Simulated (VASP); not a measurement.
Write the native input for VASP 6.6.1 that does the following.

```
Task                   : single point
Functional             : PBE
Potentials or basis    : VASP PAW PBE potentials, release 64 (Si, B)
Cutoff                 : 520 eV
k mesh                 : 10 × 4 × 6
Occupations            : gaussian, width 0.1 eV
Spin                   : no spin polarisation
Dipole correction      : no
Further INCAR settings : ALGO = Normal; EDIFF = 1e-07; NBANDS = 25
```

The structure of Si3B lies in POSCAR:

```
Si3B
1.0
    3.3402729203      0.0000000000      0.0000000000
    0.0000000000      7.1796739347      0.0000000000
    0.0000000000      0.0000000000      5.2301177879
Si B
6 2
Direct
    0.5000000000      0.7340123111      0.1618333578
    0.5000000000      0.2659876889      0.1618333578
    0.0000000000      0.7659876889      0.8381666422
    0.0000000000      0.2340123111      0.8381666422
    0.0000000000      0.5000000000      0.5740320029
    0.5000000000      0.0000000000      0.4259679971
    0.5000000000      0.5000000000      0.3612178732
    0.0000000000      0.0000000000      0.6387821268
```

The input as run:

INCAR

```
PREC = Accurate
ENCUT = 520
EDIFF = 1E-7
ISMEAR = 0
SIGMA = 0.1
LREAL = False
LASPH = True
NELM = 100
ALGO = Normal
ISIF = 2
LWAVE = False
LCHARG = True
GGA = PE
LELF = True
LVHAR = True
NBANDS = 25
```

KPOINTS

```
Automatic mesh
0
Gamma
  10 4 6
```

Potentials or basis: VASP PAW PBE potentials, release 64 (Si, B).

Launch:

```console
$ cat potpaw_PBE.64/Si/POTCAR potpaw_PBE.64/B/POTCAR > POTCAR
$ mpirun -np 1 vasp_std > vasp.out
```

It gave:

```
Pressure               : 3.3 GPa
Largest force          : 0.015 eV/Å
Band gap on the k mesh : zero (bands 15 and 16 overlap by 4.14 eV)
```

Caveat: the cell stands under pressure.

Run time: 3.4 min on 1 thread of Intel(R) Xeon(R) Platinum 8488C (Sapphire Rapids) (shared host), peak memory 0.33 GiB.
